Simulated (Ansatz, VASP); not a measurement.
## Be: VASP beside Ansatz

```
Be
1.0
     0.00000    1.57317    1.57317
     1.57317    0.00000    1.57317
     1.57317    1.57317    0.00000
Be
1
Direct
  0.00000 0.00000 0.00000
```

Alike in both runs: functional PBEsol; k mesh 30 × 30 × 30; occupations gaussian, width 0.1 eV; no spin polarisation.

Ansatz relaxed the structure, and its values are those at the end. VASP's run is a single point on that final structure, the one shown.

|  | VASP | Ansatz |
| --- | --- | --- |
| version | VASP 6.6.1 | Ansatz 0.2.0 |
| potentials or method | VASP PAW PBE potentials, release 64 (Be), cutoff 520 eV | scalar-relativistic, plane waves, PAW |
| valence electrons in the cell | 2 | 2 |

```csv
,VASP,Ansatz,Ansatz less VASP
gap on the k mesh at the Fermi level (eV),none,none,-
pressure (GPa),0.4,0.0,-0.37
```

VASP's potentials were made for PBE, not for PBEsol. A gap of «none» marks a metal or a gap that the smearing closes.
